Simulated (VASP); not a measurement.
Wanted: the native input for a VASP 6.6.1 run.

```yaml
Task: single point
Functional: r2SCAN
Potentials_or_basis: VASP PAW PBE potentials, release 64 (Ti_sv)
Cutoff: 520 eV
k_mesh: 20 × 20 × 20
Occupations: gaussian, width 0.15 eV
Spin: no spin polarisation
Dipole_correction: no
Further_INCAR_settings: ALGO = Normal; EDIFF = 1e-07; NBANDS = 12
```

Ti:

```
Ti
1.0
     0.00000    2.03000    2.03000
     2.03000    0.00000    2.03000
     2.03000    2.03000    0.00000
Ti
1
Direct
  0.00000 0.00000 0.00000
```

This isn't the form of Ti at room conditions, which is hcp.

The input as run:

POSCAR

```
Ti
1.0
    0.0000000000      2.0300000000      2.0300000000
    2.0300000000      0.0000000000      2.0300000000
    2.0300000000      2.0300000000      0.0000000000
Ti
1
Direct
    0.0000000000      0.0000000000      0.0000000000
```

INCAR.step1

```
SYSTEM = Ti
PREC     = Accurate       ! precision mode
ENCUT    = 520            ! plane-wave cutoff, eV
ISMEAR   = 0              ! smearing method
SIGMA    = 0.15           ! smearing width, eV
LREAL    = .FALSE.        ! projectors in reciprocal space
LASPH    = .TRUE.         ! aspherical terms in the spheres
NELM     = 60             ! most SCF steps
NBANDS   = 12             ! bands
GGA      = PE             ! functional
ALGO     = Normal         ! electronic algorithm
EDIFF    = 1E-4           ! SCF threshold, eV
LWAVE    = .TRUE.         ! write WAVECAR
LCHARG   = .FALSE.        ! write CHGCAR
```

INCAR.step2

```
SYSTEM = Ti
PREC     = Accurate       ! precision mode
ENCUT    = 520            ! plane-wave cutoff, eV
EDIFF    = 1E-7           ! SCF threshold, eV
ISMEAR   = 0              ! smearing method
SIGMA    = 0.15           ! smearing width, eV
LREAL    = .FALSE.        ! projectors in reciprocal space
LASPH    = .TRUE.         ! aspherical terms in the spheres
NELM     = 60             ! most SCF steps
ALGO     = Normal         ! electronic algorithm
ISIF     = 2              ! what is computed and relaxed
LWAVE    = .FALSE.        ! write WAVECAR
LCHARG   = .TRUE.         ! write CHGCAR
METAGGA  = R2SCAN         ! meta-GGA
LMIXTAU  = .TRUE.       
LELF     = .TRUE.         ! ELF
LVHAR    = .TRUE.       
NBANDS   = 12             ! bands
ISTART   = 1
```

KPOINTS

```
Automatic mesh
0
G
  20 20 20
  0 0 0
```

Potentials or basis: VASP PAW PBE potentials, release 64 (Ti_sv).

The run is started by

```bash
$ cat potpaw_PBE.64/Ti_sv/POTCAR > POTCAR
$ cp INCAR.step1 INCAR
$ mpirun -np 1 vasp_std > vasp.out
$ cp INCAR.step2 INCAR
$ mpirun -np 1 vasp_std > vasp.out
```

Results of the run:

The pressure is 4.9 GPa and the band gap on the k mesh is zero (bands 6 and 7 overlap by 1.46 eV).

Caveat: the cell stands under pressure; the PAW data sets were made with another functional, which shifts forces and pressure a little.

Run time: 3.7 min on 1 thread of Intel(R) Xeon(R) Platinum 8259CL CPU @ 2.50GHz (Skylake/Cascade Lake), with other jobs on the host, peak memory 0.18 GiB.
